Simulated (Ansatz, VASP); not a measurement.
Two plane-wave programs on W

```
W
1.0
    -1.59730    1.59730    1.59730
     1.59730   -1.59730    1.59730
     1.59730    1.59730   -1.59730
W
1
Direct
  0.00000 0.00000 0.00000
```

Alike in both runs: task single point; functional PBEsol; k mesh 8 × 8 × 8; occupations gaussian, width 0.1 eV; no spin polarisation.

|  | VASP | Ansatz |
| --- | --- | --- |
| version | VASP 6.6.1 | Ansatz 0.2.0 |
| potentials or method | VASP PAW PBE potentials, release 64 (W_sv), cutoff 500 eV | scalar-relativistic, plane waves, PAW |
| valence electrons in the cell | 14 | 14 |

VASP gave:

| Item | Value |
| --- | --- |
| gap on the k mesh at the Fermi level (eV) | none |
| pressure (GPa) | -10.6 |

**Question.** Which values does Ansatz return?

**Answer.** gap on the k mesh at the Fermi level (eV): none; pressure (GPa): -11.1.

VASP's potentials were made for PBE, not for PBEsol, and Ansatz warns of the same on its side. A gap of «none» marks a metal or a gap that the smearing closes.

Spin-orbit coupling is off throughout.
